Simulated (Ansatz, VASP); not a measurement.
Two plane-wave programs on MnS

```
CELL_PARAMETERS angstrom
3.95358 0.00000 0.00000
-1.97679 3.42390 0.00000
0.00000 0.00000 6.34253
ATOMIC_POSITIONS crystal
Mn 0.33333 0.66667 0.99884
Mn 0.66667 0.33333 0.49886
S 0.66667 0.33333 0.12615
S 0.33333 0.66667 0.62614
```

Alike in both runs: task single point; functional PBE; k mesh 6 × 6 × 3; occupations gaussian, width 0.05 eV; collinear spin; Hubbard terms Mn d U = 4.0 eV.

|  | VASP | Ansatz |
| --- | --- | --- |
| version | VASP 6.6.1 | Ansatz 0.2.0 |
| potentials or method | VASP PAW PBE potentials, release 64 (Mn_pv, S), cutoff 520 eV | scalar-relativistic, plane waves, PAW |
| valence electrons in the cell | 38 | 42 |

```tsv
	VASP	Ansatz	Ansatz less VASP
gap on the k mesh at the Fermi level (eV)	1.44	1.45	+0.007
least direct gap on the mesh (eV)	1.51	1.45	-0.060
pressure (GPa)	7.2	7.2	0.00
traceless stress, the component that is largest in VASP (GPa)	2.00	2.08	+0.085
rms of the force components (eV/Å)	0.207	0.201	-0.0063
net moment per atom (μB)	2.50	2.50	0.000
size of the moment on the site where the two differ most (μB)	4.57	4.30	-0.270
```

Site moments also hang on the region over which each program counts them. The programs project onto different local orbitals, so the same U acts differently, and such runs can settle in different states. Atom by atom the forces differ by 0.006 eV/Å (rms over components). VASP's potentials hold 38 valence electrons a cell and Ansatz's 42, so a difference there can come from the potentials and not from the codes. Ansatz's warnings: structure snapped to symmetry.
